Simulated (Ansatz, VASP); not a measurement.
## Ge in VASP and in Ansatz

File INCAR:

```
SYSTEM = Ge
PREC     = Accurate       ! precision mode
ENCUT    = 520            ! plane-wave cutoff, eV
EDIFF    = 1E-6           ! SCF threshold, eV
ISMEAR   = 0              ! smearing method
SIGMA    = 0.018000000000000002 ! smearing width, eV
LREAL    = .FALSE.        ! projectors in reciprocal space
LASPH    = .TRUE.         ! aspherical terms in the spheres
NELM     = 100            ! most SCF steps
ALGO     = Normal         ! electronic algorithm
ISIF     = 2              ! what is computed and relaxed
LWAVE    = .FALSE.        ! write WAVECAR
LCHARG   = .FALSE.        ! write CHGCAR
GGA      = PE             ! functional
NBANDS   = 21             ! bands
```

KPOINTS

```
Automatic mesh
0
G
  11 11 11
  0 0 0
```

File POSCAR:

```
Ge
1.0
   -2.5744897190      2.5744897190      1.3974126432
    2.5744897190     -2.5744897190      1.3974126432
    2.5744897190      2.5744897190     -1.3974126432
Ge
2
Direct
    0.5000000000      0.5000000000      0.0000000000
    0.2500000000      0.7500000000      0.5000000000
```

File input.yaml:

```yaml
crystal:
  lattice:
    - [-2.574489719, 2.574489719, 1.3974126432]
    - [2.574489719, -2.574489719, 1.3974126432]
    - [2.574489719, 2.574489719, -1.3974126432]
  atoms:
    - { symbol: Ge, position: [0.5, 0.5, 0.0] }
    - { symbol: Ge, position: [0.25, 0.75, 0.5] }
hamiltonian:
  xc: pbe
  pseudopotentials: { kind: paw }
kpoints:
  mp_grid: { grid: [11, 11, 11] }
scf:
  occupations: { method: gaussian, width: 0.018 }
output:
  forces: true
  stress: true
  eigenvalues: true
```

Alike in both runs: task single point; functional PBE; k mesh 11 × 11 × 11; occupations gaussian, width 0.018 eV; no spin polarisation.

|  | VASP | Ansatz |
| --- | --- | --- |
| version | VASP 6.6.1 | Ansatz 0.2.0 |
| potentials or method | VASP PAW PBE potentials, release 64 (Ge_d) | Ansatz PAW |
| plane-wave cutoff (eV) | 520 | 420 |
| valence electrons in the cell | 28 | 28 |

|  | VASP | Ansatz | Ansatz less VASP |
| --- | --- | --- | --- |
| gap on the k mesh at the Fermi level (eV) | none | none | - |
| pressure (GPa) | 3.1 | 3.2 | +0.11 |
| traceless stress, the component that is largest in VASP (GPa) | 0.34 | 0.33 | -0.012 |

A gap of «none» marks a metal or a gap that the smearing closes.
